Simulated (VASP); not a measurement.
Crystal: Mg.

```
Mg
1.0
     3.16434    0.00000    0.00000
    -1.58217    2.74040    0.00000
     0.00000    0.00000    5.30964
Mg
2
Direct
  0.66667 0.33333 0.75000
  0.33333 0.66667 0.25000
```

The cell was built from a structure type or drawn by symmetry, and may not be a known phase.

- Program: VASP 6.6.1
- Task: relaxation of cell and atoms
- Functional: PBE
- Potentials or basis: VASP PAW PBE potentials, release 64 (Mg)
- Cutoff: 600 eV
- k mesh: 21 × 21 × 10
- Occupations: gaussian, width 0.1 eV
- Spin: no spin polarisation

At the start: pressure -0.2 GPa; volume 23.02 Å³/atom.

Problem. Where does the relaxation end?

Solution. Over 6 steps the energy falls by 2.6 meV/atom and the volume is 22.87 Å³/atom (-0.7 %); space group P6_3/mmc (No. 194, to 0.1 Å) before and after.

The path:
```
step  energy change (eV)  largest force (eV/Å)  pressure (GPa)  volume (Å³)
   1              0.0000                0.0000           -0.18        46.04
   2             -0.0030                0.0000           -0.08        45.87
   3             -0.0051                0.0000            0.11        45.61
   4             -0.0051                0.0000            0.14        45.57
   5             -0.0051                0.0000            0.15        45.56
   6             -0.0052                0.0000            0.00        45.74
```

Final structure:
```yaml
crystal:
  lattice:
    - [3.19185, 0.00000, 0.00000]
    - [-1.59593, 2.76423, 0.00000]
    - [0.00000, 0.00000, 5.18436]
  atoms:
    - { symbol: Mg, position: [0.66667, 0.33333, 0.75000] }
    - { symbol: Mg, position: [0.33333, 0.66667, 0.25000] }
```
